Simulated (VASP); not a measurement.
Input of a VASP 6.6.1 run:

INCAR

```
SYSTEM = Sb
PREC     = Accurate       ! precision mode
ENCUT    = 520            ! plane-wave cutoff, eV
EDIFF    = 1E-7           ! SCF threshold, eV
ISMEAR   = -1             ! smearing method
SIGMA    = 0.05           ! smearing width, eV
LREAL    = .FALSE.        ! projectors in reciprocal space
LASPH    = .TRUE.         ! aspherical terms in the spheres
NELM     = 100            ! most SCF steps
ALGO     = Normal         ! electronic algorithm
ISIF     = 2              ! what is computed and relaxed
LWAVE    = .FALSE.        ! write WAVECAR
LCHARG   = .FALSE.        ! write CHGCAR
GGA      = PS             ! functional
NBANDS   = 8              ! bands
```

Contents of KPOINTS:

```
Automatic mesh
0
G
  10 10 10
  0 0 0
```

File POSCAR:

```
Sb
1.0
    0.0000000000      2.3037282680      2.3037282680
    2.3037282680      0.0000000000      2.3037282680
    2.3037282680      2.3037282680      0.0000000000
Sb
1
Direct
    0.0000000000      0.0000000000      0.0000000000
```

Potentials or basis: VASP PAW PBE potentials, release 64 (Sb).

Command:

```console
$ cat potpaw_PBE.64/Sb/POTCAR > POTCAR
$ mpirun -np 1 vasp_std > vasp.out
```

Estimate the pressure.

5.0 GPa.

Caveat: the PAW data sets were made with another functional, which shifts forces and pressure a little.
